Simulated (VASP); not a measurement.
# Co (P6_3/mmc) in VASP: notebook

The runs below take Co through single point, with RPBE+D4, PBE+D3(BJ), PBEsol.

Program: VASP 6.6.1. These are calculated values, not measurements. Logs are shortened: lines on timing, memory, paths and dates and some standing lists are left out, and cuts for length are marked.

## Step 1: The cell of the first run

It takes space group P6_3/mmc (No. 194, hexagonal). The conventional cell has a = 2.473 Å, b = 2.473 Å, c = 3.990 Å, α = 90.00°, β = 90.00°, γ = 120.00°. Within 3.2 Å of Co (site symmetry -6m2) lie 12 Co at 2.45 to 2.47 Å.

## Step 2: Single point, RPBE+D4, collinear spin, ferromagnetic start

INCAR reads:

```
  PREC = Accurate
  ENCUT = 520
  EDIFF = 1E-7
  ISMEAR = -1
  SIGMA = 0.05
  LREAL = F
  LASPH = T
  NELM = 150
  ALGO = Normal
  ISIF = 2
  LWAVE = F
  LCHARG = T
  ISPIN = 2
  MAGMOM = 2 2
  LORBIT = 11
  LMAXMIX = 4
  GGA = RP
  IVDW = 13
  LELF = T
  LVHAR = T
  NBANDS = 20
```

KPOINTS reads:

```
regular mesh
0
Gamma
  12 12 7
```

POSCAR reads:

```
Co
1.0
    2.4728945236      0.0000000000      0.0000000000
   -1.2364472618      2.1415894783      0.0000000000
    0.0000000000      0.0000000000      3.9900708721
Co
2
Direct
    0.6666666667      0.3333333333      0.7500000000
    0.3333333333      0.6666666667      0.2500000000
```

Potentials or basis: VASP PAW PBE potentials, release 64 (Co).

Command:

```
cat potpaw_PBE.64/Co/POTCAR > POTCAR
mpirun -np 1 vasp_std > vasp.out
```

OUTCAR:

```text
PREC = Accurate
   ENCUT = 520
   EDIFF = 1E-7
   ISMEAR = -1
   LREAL = F
   LASPH = T
   NELM = 150
   ISIF = 2
   ISPIN = 2
   LORBIT = 11
   GGA = RP
   IVDW = 13

 ion  position               nearest neighbor table
   1  0.667  0.333  0.750-   2 2.45   2 2.45   2 2.45   2 2.45   2 2.45   2 2.45
   2  0.333  0.667  0.250-   1 2.45   1 2.45   1 2.45   1 2.45   1 2.45   1 2.45

  LATTYP: Found a hexagonal cell.
 ALAT       =     2.4728945236
 C/A-ratio  =     1.6135224669

  Lattice vectors:

 A1 = (   2.4728945236,   0.0000000000,   0.0000000000)
 A2 = (  -1.2364472618,   2.1415894783,   0.0000000000)
 A3 = (   0.0000000000,   0.0000000000,   3.9900708721)

Analysis of symmetry for initial positions (statically):
=====================================================================
 Subroutine PRICEL returns:
 Original cell was already a primitive cell.

 Routine SETGRP: Setting up the symmetry group for a
 hexagonal supercell.

 Subroutine GETGRP returns: Found 24 space group operations
 (whereof 12 operations were pure point group operations)
 out of a pool of 24 trial point group operations.

The static configuration has the point symmetry D_3d.
 The point group associated with its full space group is D_6h.

Analysis of symmetry for dynamics (positions and initial velocities):
=====================================================================
 Subroutine PRICEL returns:
 Original cell was already a primitive cell.

 Routine SETGRP: Setting up the symmetry group for a
 hexagonal supercell.

 Subroutine GETGRP returns: Found 24 space group operations
 (whereof 12 operations were pure point group operations)
 out of a pool of 24 trial point group operations.

The dynamic configuration has the point symmetry D_3d.
 The point group associated with its full space group is D_6h.

Analysis of structural, dynamic, and magnetic symmetry:
=====================================================================
 Subroutine PRICEL returns:
 Original cell was already a primitive cell.

 Routine SETGRP: Setting up the symmetry group for a
 hexagonal supercell.

 Subroutine GETGRP returns: Found 24 space group operations
 (whereof 12 operations were pure point group operations)
 out of a pool of 24 trial point group operations.

The overall configuration has the point symmetry D_3d.
 The point group associated with its full space group is D_6h.

 Subroutine INISYM returns: Found 24 space group operations
 (whereof 12 operations are pure point group operations),
 and found     1 'primitive' translations

----------------------------------------------------------------------------------------

                                     Primitive cell

  volume of cell :      21.1311

  direct lattice vectors                    reciprocal lattice vectors
     2.472894524  0.000000000  0.000000000     0.404384413  0.233471450  0.000000000
    -1.236447262  2.141589478  0.000000000     0.000000000  0.466942899  0.000000000
     0.000000000  0.000000000  3.990070872     0.000000000  0.000000000  0.250622115

  length of vectors
     2.472894524  2.472894524  3.990070872     0.466942899  0.466942899  0.250622115

  position of ions in fractional coordinates (direct lattice)
     0.666666667  0.333333333  0.750000000
     0.333333333  0.666666667  0.250000000

  ion indices of the primitive-cell ions
   primitive index   ion index
                 1           1
                 2           2

----------------------------------------------------------------------------------------

 KPOINTS: regular mesh

Automatic generation of k-mesh.
 Grid dimensions read from file:
 generate k-points for:   12   12    7

 Generating k-lattice:

  Cartesian coordinates                     Fractional coordinates (reciprocal lattice)
     0.033698701  0.019455954  0.000000000     0.083333333  0.000000000  0.000000000
     0.000000000  0.038911908  0.000000000     0.000000000  0.083333333  0.000000000
     0.000000000  0.000000000  0.035803159     0.000000000  0.000000000  0.142857143

  Length of vectors
     0.038911908  0.038911908  0.035803159

  Shift w.r.t. Gamma in fractional coordinates (k-lattice)
     0.000000000  0.000000000  0.000000000

 Subroutine IBZKPT returns following result:
 ===========================================

 Found     76 irreducible k-points:

 Following reciprocal coordinates:
            Coordinates               Weight
  0.000000  0.000000  0.000000      1.000000
  0.083333  0.000000  0.000000      6.000000
  0.166667  0.000000  0.000000      6.000000
  0.250000  0.000000  0.000000      6.000000
  0.333333 -0.000000  0.000000      6.000000
  0.416667  0.000000  0.000000      6.000000
[... 16 lines left out ...]
  0.250000  0.000000  0.142857     12.000000
  0.333333 -0.000000  0.142857     12.000000
 [... further k-points ...]
   k-points           NKPTS =     76   k-points in BZ     NKDIM =     76   number of bands    NBANDS=     20
   number of dos      NEDOS =    301   number of ions     NIONS =      2
   total plane-waves  NPLWV =   9720
   dimension x,y,z NGX =    18 NGY =   18 NGZ =   30
   dimension x,y,z NGXF=    36 NGYF=   36 NGZF=   60
   ions per type =               2
   NGX,Y,Z   is equivalent  to a cutoff of  12.10, 12.10, 12.50 a.u.
   NGXF,Y,Z  is equivalent  to a cutoff of  24.20, 24.20, 25.00 a.u.
 SYSTEM =  unknown system
   PREC   = accura    normal or accurate (medium, high low for compatibility)
   ISTART =      0    job   : 0-new  1-cont  2-samecut
   ICHARG =      2    charge: 1-file 2-atom 10-const
   ISPIN  =      2    spin polarized calculation?
   LNONCOLLINEAR =      F non collinear calculations
   LSORBIT =      F    spin-orbit coupling
   LASPH  =      T    aspherical Exc in radial PAW
   ENCUT  =  520.0 eV  38.22 Ry    6.18 a.u.   4.60  4.60  7.42*2*pi/ulx,y,z
   NELM   =    150;   NELMIN=  2; NELMDL= -5     # of ELM steps
   EDIFF  = 0.1E-06   stopping-criterion for ELM
   LREAL  =      F    real-space projection
   EDIFFG = 0.1E-05   stopping-criterion for IOM
   NSW    =      0    number of steps for IOM
   IBRION =     -1    ionic relax: 0-MD 1-quasi-New 2-CG
   NFREE  =      0    steps in history (QN), initial steepest desc. (CG)
   ISIF   =      2    stress and relaxation
   ISYM   =      2    0-nonsym 1-usesym 2-fastsym
   POTIM  = 0.5000    time-step for ionic-motion
   TEBEG  =    0.0;   TEEND  =   0.0 temperature during run
   PSTRESS=    0.0 pullay stress
   NELECT =      18.0000    total number of electrons
   NUPDOWN=      -1.0000    fix difference up-down
   EMIN   =  10.00;   EMAX   =-10.00  energy-range for DOS
   EFERMI =   0.00;   METHOD = LEGACY
   ISMEAR =    -1;   SIGMA  =   0.05  broadening in eV -4-tet -1-fermi 0-gaus
   EFERMI_NEDOS =   21; number of points for ismear=-14 and -15
   IALGO  =     38    algorithm
   IMIX   =      4    mixing-type and parameters
     AMIX     =   0.40;   BMIX     =  1.00
     AMIX_MAG =   1.60;   BMIX_MAG =  1.00
  volume/ion in A,a.u.               =      10.57        71.30
  Fermi-wavevector in a.u.,A,eV,Ry     =   1.551880  2.932628 32.767348  2.408332
  Thomas-Fermi vector in A             =   2.656336
   LORBIT       =     11    0 simple, 1 ext, 2 COOP (PROOUT), +10 PAW based schemes
   GGA     = RP    functional components
   LHFCALC =     F    Hartree Fock is set to
   AEXX    =    0.0000 exact exchange contribution
   IVDW    =    13    specifies the selected vdW correction
   LEPSILON=     F    determine dielectric tensor
   LRPA    =     F    only Hartree local field effects (RPA)
 spin polarized calculation
  energy-cutoff  :      520.00
  volume of cell :       21.13
 maximum number of plane-waves:       582
   NGX =  9   NGY =  9   NGZ = 15

 number of electron      17.9999985 magnetization       3.2106923

 Free energy of the ion-electron system (eV)
  ---------------------------------------------------
  ext. energy  EPLUGINS =         0.00000000
  ---------------------------------------------------
  free energy    TOTEN  =       -12.99349069 eV

  energy without entropy =      -12.97836284  energy(sigma->0) =      -12.98592677

 E-fermi :  10.7693     XC(G=0): -13.4518

 val. band max:       10.7676273887   @ k =   0.2500   0.0000   0.2857
 cond. band min:      10.7751755218   @ k =   0.4167   0.0833   0.4286
 fundamental gap:      0.0075481331
 Fermi energy:        10.7692791848

 spin component 1

 k-point     1 :       0.0000    0.0000    0.0000
  band No.  band energies     occupation
      1       1.7382      1.00000
      2       5.5147      1.00000
      3       8.1064      1.00000
      4       8.1164      1.00000
      5       8.1165      1.00000
      6       8.4429      1.00000
[... 12 lines left out ...]
     19      37.1005      0.00000
     20      37.1005      0.00000
[... 507 lines left out ...]
 k-point    24 :       0.3333   -0.0000    0.1429
  band No.  band energies     occupation
      1       5.0053      1.00000
      2       6.2654      1.00000
      3       6.6573      1.00000
      4       7.4205      1.00000
      5       8.1833      1.00000
      6       8.1964      1.00000
[... 12 lines left out ...]
     19      34.3449      0.00000
     20      35.9994      0.00000

 [... further k-points ...]

 spin component 2

 k-point     1 :       0.0000    0.0000    0.0000
  band No.  band energies     occupation
      1       1.6856      1.00000
      2       6.4650      1.00000
      3       9.7768      1.00000
      4       9.7887      1.00000
      5       9.7887      1.00000
      6      10.1728      0.99999
[... 12 lines left out ...]
     19      37.3486      0.00000
     20      37.3486      0.00000
[... 507 lines left out ...]
 k-point    24 :       0.3333   -0.0000    0.1429
  band No.  band energies     occupation
      1       5.2233      1.00000
      2       7.4578      1.00000
      3       7.8163      1.00000
      4       8.7024      1.00000
      5       9.6887      1.00000
      6       9.8946      1.00000
[... 12 lines left out ...]
     19      34.6856      0.00000
     20      36.2887      0.00000

 [... further k-points ...]

------------------------ aborting loop because EDIFF is reached ----------------------------------------

  DFT-D4 for vdW energy calculation

  Edisp (eV):   -1.71800

  FORCE on cell =-STRESS in cart. coord.  units (eV):
  Direction    XX          YY          ZZ          XY          YZ          ZX
  --------------------------------------------------------------------------------------
  -------------------------------------------------------------------------------------
  Total      -0.10952    -0.10952    -0.12890     0.00000    -0.00000    -0.00000
  in kB      -8.30398    -8.30398    -9.77340     0.00000    -0.00000    -0.00000
  external pressure =       -8.79 kB  Pullay stress =        0.00 kB

 VOLUME and BASIS-vectors are now :
 -----------------------------------------------------------------------------
  energy-cutoff  :      520.00
  volume of cell :       21.13
      direct lattice vectors                 reciprocal lattice vectors
     2.472894524  0.000000000  0.000000000     0.404384413  0.233471450  0.000000000
    -1.236447262  2.141589478  0.000000000     0.000000000  0.466942899  0.000000000
     0.000000000  0.000000000  3.990070872     0.000000000  0.000000000  0.250622115

 POSITION                                       TOTAL-FORCE (eV/Angst)
 -----------------------------------------------------------------------------------
      1.23645      0.71386      2.99255         0.000000     -0.000000      0.000000
     -0.00000      1.42773      0.99752         0.000000      0.000000      0.000000
 -----------------------------------------------------------------------------------
    total drift:                                0.000000      0.000000     -0.000000

  FREE ENERGIE OF THE ION-ELECTRON SYSTEM (eV)
  ---------------------------------------------------
  free  energy   TOTEN  =       -14.7114950344 eV

  energy  without entropy=      -14.6963671938  energy(sigma->0) =      -14.70393111

 total charge

# of ion       s       p       d       tot
------------------------------------------
    1        0.502   0.547   7.279   8.328
    2        0.502   0.547   7.279   8.328
--------------------------------------------------
tot          1.005   1.094  14.557  16.655

 magnetization (x)

# of ion       s       p       d       tot
------------------------------------------
    1       -0.016  -0.059   1.698   1.623
    2       -0.016  -0.059   1.698   1.623
--------------------------------------------------
tot         -0.032  -0.117   3.395   3.246
```

It took 39 s on 1 thread of Intel Xeon Platinum 8375C at 2.90GHz (Ice Lake), shared host; peak memory 0.16 GiB.

What came out:

```
Free energy                                           : -14.7115 eV
Pressure                                              : -0.9 GPa
Net moment                                            : 3.21 μB per cell
Site moments                                          : Co +1.62 μB
Valence electrons inside the program's atomic spheres : Co 8.33
Dispersion energy per atom                            : -0.859 eV
```

Stress tensor (GPa, compression positive):
```
-0.83  0.00  0.00
 0.00 -0.83  0.00
 0.00  0.00 -0.98
```

Caveat: the PAW data sets were made with another functional, which shifts forces and pressure a little; pairwise dispersion overbinds metals, which lowers pressure and volume.

## Step 3: Single point, RPBE+D4, collinear spin, ferromagnetic start

INCAR reads:

```
PREC = Accurate ; ENCUT = 520
EDIFF = 1E-7 ; ISMEAR = -1
SIGMA = 0.05 ; LREAL = False
LASPH = True ; NELM = 150
ALGO = Normal ; ISIF = 2
LWAVE = False ; LCHARG = True
ISPIN = 2 ; MAGMOM = 2 2
LORBIT = 11 ; LMAXMIX = 4
GGA = RP ; IVDW = 13
LELF = True ; LVHAR = True
NBANDS = 20
```

KPOINTS reads:

```
Automatic mesh
0
Gamma
  12 12 7
```

POSCAR reads:

```
Co
1.0
    2.4725709937      0.0000000000      0.0000000000
   -1.2362854969      2.1413092932      0.0000000000
    0.0000000000      0.0000000000      3.9895713008
Co
2
Direct
    0.6666666667      0.3333333333      0.7500000000
    0.3333333333      0.6666666667      0.2500000000
```

Potentials or basis: VASP PAW PBE potentials, release 64 (Co).

Command:

```
cat potpaw_PBE.64/Co/POTCAR > POTCAR
mpirun -np 1 vasp_std > vasp.out
```

Run time: 33 s. Hardware: 1 thread of Intel Xeon Platinum 8559C (Emerald Rapids), shared host; peak memory 0.16 GiB.

The run converged. Its results:

- Free energy: -14.7115 eV
- Pressure: -0.8 GPa
- Net moment: 3.21 μB per cell
- Site moments: Co +1.62 μB
- Valence electrons inside the program's atomic spheres: Co 8.33
- Dispersion energy per atom: -0.859 eV

Stress tensor (GPa, compression positive):
```
-0.75  0.00  0.00
 0.00 -0.75  0.00
 0.00  0.00 -0.89
```

Levels at points of the mesh, in eV from the Fermi level:
Spin up:
| k point | band 7 | band 8 | band 9 | band 10 | band 11 | band 12 | band 13 | band 14 | band 15 | band 16 |
| --- | --- | --- | --- | --- | --- | --- | --- | --- | --- | --- |
| (0.00, 0.00, 0.00) | -2.33 | -1.98 | -1.98 | -0.83 | -0.83 | -0.04 | 6.64 | 22.17 | 25.06 | 25.06 |
| (0.50, 0.00, 0.00) | -2.22 | -0.70 | -0.59 | -0.54 | 1.36 | 3.45 | 9.95 | 10.65 | 12.98 | 14.36 |
Spin down:
```
           k point  band 5  band 6  band 7  band 8  band 9  band 10
(0.00, 0.00, 0.00)   -0.98   -0.60   -0.60   -0.18   -0.18    -0.16
(0.50, 0.00, 0.00)   -1.16   -1.06   -0.62    1.23    1.37     1.40
```

Caveat: the PAW data sets were made with another functional, which shifts forces and pressure a little; pairwise dispersion overbinds metals, which lowers pressure and volume.

## Step 4: Single point, PBE+D3(BJ), collinear spin, ferromagnetic start

INCAR reads:

```
SYSTEM = Co
PREC = Accurate
ENCUT = 520
EDIFF = 1E-6
ISMEAR = -1
SIGMA = 0.05
LREAL = .FALSE.
LASPH = .TRUE.
NELM = 150
ALGO = Normal
ISIF = 2
LWAVE = .FALSE.
LCHARG = .TRUE.
ISPIN = 2
MAGMOM = 2 2
LORBIT = 11
LMAXMIX = 4
GGA = PE
IVDW = 12
LELF = .TRUE.
LVHAR = .TRUE.
NBANDS = 20
```

KPOINTS reads:

```
Automatic mesh
0
G
  12 12 7
  0 0 0
```

POSCAR reads:

```
Co
1.0
    2.4715530775      0.0000000000      0.0000000000
   -1.2357765387      2.1404277519      0.0000000000
    0.0000000000      0.0000000000      3.9868941118
Co
2
Direct
    0.6666666667      0.3333333333      0.7500000000
    0.3333333333      0.6666666667      0.2500000000
```

Command:

```
cat potpaw_PBE.64/Co/POTCAR > POTCAR
mpirun -np 1 vasp_std > vasp.out
```

It took 32 s on 1 thread of Intel Xeon Platinum 8559C (Emerald Rapids), shared host; peak memory 0.17 GiB.

Results (log left out):

```
Free energy                                           : -14.9225 eV
Pressure                                              : -0.9 GPa
Net moment                                            : 3.18 μB per cell
Site moments                                          : Co +1.60 μB
Valence electrons inside the program's atomic spheres : Co 8.33
Dispersion energy per atom                            : -0.429 eV
```

Stress tensor (GPa, compression positive):
```
-0.84  0.00  0.00
 0.00 -0.84  0.00
 0.00  0.00 -0.95
```

Levels at points of the mesh, in eV from the Fermi level:
Spin up:
```tsv
k point	band 9	band 10	band 11	band 12	band 13	band 14
(0.00, 0.00, 0.00)	-1.93	-0.77	-0.77	-0.05	6.66	22.19
(0.50, 0.00, 0.00)	-0.53	-0.49	1.39	3.47	9.95	10.63
```
Spin down:
```
           k point  band 5  band 6  band 7  band 8  band 9  band 10
(0.00, 0.00, 0.00)   -1.00   -0.61   -0.61   -0.19   -0.19    -0.10
(0.50, 0.00, 0.00)   -1.18   -1.06   -0.63    1.22    1.36     1.39
```

Caveat: pairwise dispersion overbinds metals, which lowers pressure and volume.

## Step 5: Single point, PBEsol, collinear spin, ferromagnetic start

This run uses another cell than the first one, of 10.64 Å³/atom, 1.007 times its volume.

INCAR reads:

```
PREC = Accurate ; ENCUT = 520
EDIFF = 1E-6 ; ISMEAR = -1
SIGMA = 0.05 ; LREAL = False
LASPH = True ; NELM = 150
ALGO = Normal ; ISIF = 2
LWAVE = False ; LCHARG = False
ISPIN = 2 ; MAGMOM = 2 2
LORBIT = 11 ; LMAXMIX = 4
GGA = PS ; NBANDS = 20
```

KPOINTS reads:

```
regular mesh
0
Gamma
  12 12 7
```

POSCAR reads:

```
Co
1.0
    2.4719999032      0.0000000000      0.0000000000
   -1.2359999516      2.1408147143      0.0000000000
    0.0000000000      0.0000000000      4.0211440800
Co
2
Direct
    0.6666666667      0.3333333333      0.7500000000
    0.3333333333      0.6666666667      0.2500000000
```

Command:

```
cat potpaw_PBE.64/Co/POTCAR > POTCAR
mpirun -np 1 vasp_std > vasp.out
```

Wall time 32 s (1 thread of Intel Xeon Platinum 8559C (Emerald Rapids), shared host); peak memory 0.16 GiB.

Results (log left out):

- Free energy: -15.4615 eV
- Pressure: -6.6 GPa
- Net moment: 3.18 μB per cell
- Site moments: Co +1.60 μB
- Valence electrons inside the program's atomic spheres: Co 8.31

Stress tensor (GPa, compression positive):
```
-5.65  0.00  0.00
 0.00 -5.65  0.00
 0.00  0.00 -8.46
```

Levels at points of the mesh, in eV from the Fermi level:
Spin up:
```csv
k point,band 9,band 10,band 11,band 12,band 13,band 14
"(0.00, 0.00, 0.00)",-1.89,-0.77,-0.77,-0.21,6.42,22.16
"(0.50, 0.00, 0.00)",-0.54,-0.46,1.37,3.42,9.76,10.43
```
Spin down:
```
           k point  band 4  band 5  band 6  band 7  band 8  band 9  band 10  band 11
(0.00, 0.00, 0.00)   -0.99   -0.99   -0.62   -0.62   -0.19   -0.16    -0.16     1.07
(0.50, 0.00, 0.00)   -1.85   -1.13   -1.08   -0.66    1.22    1.33     1.39     2.61
```

Caveat: the PAW data sets were made with another functional, which shifts forces and pressure a little.

## Step 6: Summary

```tsv
level	cell	gap on the mesh (eV)	pressure (GPa)	moment (μB)
RPBE+D4	a = 2.473, b = 2.473, c = 3.990 Å, angles 90.0, 90.0, 120.0°, 2 atoms	none	-0.8	3.21
PBE+D3(BJ)	a = 2.472, b = 2.472, c = 3.987 Å, angles 90.0, 90.0, 120.0°, 2 atoms	none	-0.9	3.18
PBEsol	a = 2.472, b = 2.472, c = 4.021 Å, angles 90.0, 90.0, 120.0°, 2 atoms	none	-6.6	3.18
```

Alike in all rows: task single point; potentials or basis VASP PAW PBE potentials, release 64 (Co); spin collinear, ferromagnetic start; k mesh 12 × 12 × 7; cutoff (eV) 520; smearing fermi-dirac 0.05 eV.

Caveats: the PAW data sets were made with another functional, which shifts forces and pressure a little (some runs); pairwise dispersion overbinds metals, which lowers pressure and volume (some runs).

Absolute energies hang on the potentials; compare differences alone.
